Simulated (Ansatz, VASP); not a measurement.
Two plane-wave programs on TiO2

```
Ti O
1.0
     4.73476    0.00000    0.00000
     0.00000    4.73476    0.00000
     0.00000    0.00000    3.04210
Ti O
2 4
Direct
  0.00000 0.00000 0.00000
  0.50000 0.50000 0.50000
  0.30859 0.30859 0.00000
  0.19141 0.80859 0.50000
  0.80859 0.19141 0.50000
  0.69141 0.69141 0.00000
```

Change from the starting cell: hydrostatic strain +3.0%.

Alike in both runs: task single point; functional PBE; k mesh 6 × 6 × 8; occupations fermi-dirac, width 0.02 eV; no spin polarisation.

|  | VASP | Ansatz |
| --- | --- | --- |
| version | VASP 6.6.1 | Ansatz 0.2.0 |
| potentials or method | VASP PAW PBE potentials, release 64 (Ti_sv, O) | plane waves, PAW |
| plane-wave cutoff (eV) | 520 | 420 |
| valence electrons in the cell | 48 | 48 |

Ansatz gave:

* gap on the k mesh at the Fermi level (eV): 1.82
* pressure (GPa): -12.0
* traceless stress, the component that is largest in VASP (GPa): -3.97
* rms of the force components (eV/Å): 0.025

Task: Estimate VASP's values.

Result: gap on the k mesh at the Fermi level (eV): 1.79; pressure (GPa): -11.4; traceless stress, the component that is largest in VASP (GPa): -3.71; rms of the force components (eV/Å): 0.039.

Atom by atom the forces differ by 0.014 eV/Å (rms over components).
